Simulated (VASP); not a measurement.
**Sn: single point with PBE**

Sn:

```
Sn
1.0
    -3.16662    3.16662    1.57856
     3.16662   -3.16662    1.57856
     3.16662    3.16662   -1.57856
Sn
2
Direct
  0.75000 0.25000 0.50000
  0.00000 0.00000 0.00000
```

This cell differs from its parent crystal: strained.

```
Program             : VASP 6.6.1
Task                : single point
Functional          : PBE
Potentials or basis : VASP PAW PBE potentials, release 64 (Sn_d)
Cutoff              : 520 eV
k mesh              : 14 × 14 × 14
Occupations         : gaussian, width 0.1 eV
Spin                : no spin polarisation
```

```json
{
 "Pressure": "-3.7 GPa",
 "Band gap on the k mesh": "zero (bands 14 and 15 overlap by 2.87 eV)"
}
```

Stress tensor (GPa, compression positive):
```
-4.79  0.00  0.00
 0.00 -4.79  0.00
 0.00  0.00 -1.49
```

Levels at points of the mesh, in eV from the Fermi level:
```csv
k point,band 12,band 13,band 14,band 15,band 16,band 17
"(0.00, 0.00, 0.00)",-4.82,-1.85,-1.85,2.96,4.79,4.79
"(0.50, 0.00, 0.00)",-4.72,-2.45,-1.66,-0.48,2.47,2.54
"(0.50, 0.50, 0.00)",-8.32,0.25,0.25,0.72,0.72,6.70
"(0.50, 0.50, 0.50)",-7.53,-4.02,-4.02,6.05,6.05,6.95
```

Run time: 2.5 min on 1 thread of Intel(R) Xeon(R) 6975P-C (Granite Rapids), on a shared host, peak memory 0.39 GiB.

Caveat: the cell differs from its parent crystal (strained); the cell stands under tension; spin-orbit coupling is left out, which moves the levels of the heavy elements.
